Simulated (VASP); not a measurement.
# TaN (Fm-3m) in VASP: notebook, part 2 of 2

VASP 6.6.1.

### 4 Single point, PBE

Contents of INCAR:

```
SYSTEM = TaN
PREC = Accurate ; ENCUT = 520
EDIFF = 1E-6 ; ISMEAR = -1
SIGMA = 0.05 ; LREAL = .FALSE.
LASPH = .TRUE. ; NELM = 80
ALGO = Normal ; ISIF = 2
LWAVE = .FALSE. ; LCHARG = .FALSE.
GGA = PE ; NBANDS = 15
```

Contents of KPOINTS:

```
Automatic mesh
0
G
  10 10 10
  0 0 0
```

Contents of POSCAR:

```
TaN
1.0
    0.0000000000      2.1814365931      2.1814365931
    2.1814365931      0.0000000000      2.1814365931
    2.1814365931      2.1814365931      0.0000000000
Ta N
1 1
Direct
    0.5000000000      0.5000000000      0.5000000000
    0.0000000000      0.0000000000      0.0000000000
```

Potentials or basis: VASP PAW PBE potentials, release 64 (Ta_pv, N).

Run with:

```sh
$ cat potpaw_PBE.64/Ta_pv/POTCAR potpaw_PBE.64/N/POTCAR > POTCAR
$ mpirun -np 1 vasp_std > vasp.out
```

OUTCAR:

```text
SYSTEM = TaN
   PREC = Accurate
   ENCUT = 520
   EDIFF = 1E-6
   ISMEAR = -1
   LREAL = .FALSE.
   LASPH = .TRUE.
   NELM = 80
   ISIF = 2
   GGA = PE

 ion  position               nearest neighbor table
   1  0.500  0.500  0.500-   2 2.18   2 2.18   2 2.18   2 2.18   2 2.18   2 2.18
   2  0.000  0.000  0.000-   1 2.18   1 2.18   1 2.18   1 2.18   1 2.18   1 2.18

  LATTYP: Found a face centered cubic cell.
 ALAT       =     4.3628731862

  Lattice vectors:

[... 616 lines left out ...]
 [... further k-points ...]

------------------------ aborting loop because EDIFF is reached ----------------------------------------

  FORCE on cell =-STRESS in cart. coord.  units (eV):
  Direction    XX          YY          ZZ          XY          YZ          ZX
  --------------------------------------------------------------------------------------
  -------------------------------------------------------------------------------------
  Total        1.8278584      1.8278584      1.8278584      0.0000000      0.0000000      0.0000000
  in kB      141.0572308    141.0572308    141.0572308      0.0000000      0.0000000      0.0000000
  external PRESSURE =     141.0572308 kB  Pullay stress =       0.0000000 kB

 VOLUME and BASIS-vectors are now :
 -----------------------------------------------------------------------------
  energy-cutoff  :      520.00
  volume of cell :       20.76
      direct lattice vectors                 reciprocal lattice vectors
     0.000000000  2.181436593  2.181436593    -0.229206754  0.229206754  0.229206754
     2.181436593  0.000000000  2.181436593     0.229206754 -0.229206754  0.229206754
     2.181436593  2.181436593  0.000000000     0.229206754  0.229206754 -0.229206754

 POSITION                                       TOTAL-FORCE (eV/Angst)
 -----------------------------------------------------------------------------------
      2.18144      2.18144      2.18144        -0.000000      0.000000     -0.000000
      0.00000      0.00000      0.00000         0.000000     -0.000000      0.000000
 -----------------------------------------------------------------------------------
    total drift:                                0.000000     -0.000000     -0.000000

  FREE ENERGIE OF THE ION-ELECTRON SYSTEM (eV)
  ---------------------------------------------------
  free  energy   TOTEN  =       -21.8063814382 eV

  energy  without entropy=      -21.8007581380  energy(sigma->0) =      -21.80356979
```

OSZICAR:

```text
N       E                     dE             d eps       ncg     rms          rms(c)
DAV:   1     0.924498254561E+02    0.92450E+02   -0.89072E+03  1410   0.114E+03
DAV:   2    -0.216822816417E+02   -0.11413E+03   -0.10791E+03  1739   0.308E+02
DAV:   3    -0.248189782963E+02   -0.31367E+01   -0.31066E+01  1578   0.465E+01
DAV:   4    -0.248327993752E+02   -0.13821E-01   -0.13817E-01  1852   0.322E+00
DAV:   5    -0.248328771112E+02   -0.77736E-04   -0.77737E-04  1578   0.224E-01    0.254E+01
DAV:   6    -0.218933631147E+02    0.29395E+01   -0.54563E+00  1643   0.265E+01    0.106E+01
DAV:   7    -0.218397102893E+02    0.53653E-01   -0.48454E-01  1655   0.589E+00    0.729E+00
DAV:   8    -0.218127932601E+02    0.26917E-01   -0.13502E-01  1592   0.316E+00    0.181E+00
DAV:   9    -0.218064432705E+02    0.63500E-02   -0.17253E-02  1578   0.107E+00    0.302E-01
DAV:  10    -0.218064089003E+02    0.34370E-04   -0.11403E-03  1662   0.349E-01    0.538E-02
DAV:  11    -0.218063812052E+02    0.27695E-04   -0.51900E-05  1536   0.859E-02    0.180E-02
DAV:  12    -0.218063814382E+02   -0.23298E-06   -0.53007E-06  1648   0.218E-02
   1 F= -.21806381E+02 E0= -.21803570E+02  d E =-.562330E-02
```

stdout:

```text
POSCAR found type information on POSCAR TaN
 POSCAR found :  2 types and       2 ions
 scaLAPACK will be used
 LDA part: xc-table for (Slater+PW92), standard interpolation
 POSCAR, INCAR and KPOINTS ok, starting setup
 FFT: planning ... GRIDC
 FFT: planning ... GRID_SOFT
 FFT: planning ... GRID
 WAVECAR not read
 entering main loop
```

It took 8.1 s on 1 thread of Intel Xeon Platinum 8488C (Sapphire Rapids), shared host; peak memory 0.15 GiB.

Results:

* Free energy: -21.8064 eV
* Pressure: 14.1 GPa
* Band gap on the k mesh: zero (band 8 reaches 11.79 eV, above the bottom of band 9 at 7.64 eV)

Caveat: spin-orbit coupling is left out, which moves the levels of the heavy elements.

### 5 Overview

| level | potentials or basis | cell | gap on the mesh (eV) | pressure (GPa) |
| --- | --- | --- | --- | --- |
| LDA | VASP PAW LDA potentials, release 64 (Ta_pv, N) | a = 3.085 Å, angles 60.0°, 2 atoms | none | -1.8 |
| PBE | VASP PAW PBE potentials, release 64 (Ta_pv, N) | a = 3.063 Å, angles 60.0°, 2 atoms | none | 22.7 |
| PBE | VASP PAW PBE potentials, release 64 (Ta_pv, N) | a = 3.085 Å, angles 60.0°, 2 atoms | none | 14.1 |

Alike in all rows: task single point; no spin polarisation; k mesh 10 × 10 × 10; cutoff (eV) 520; smearing fermi-dirac 0.05 eV.

Caveats: spin-orbit coupling is left out, which moves the levels of the heavy elements.

Absolute energies hang on the potentials; compare differences alone.
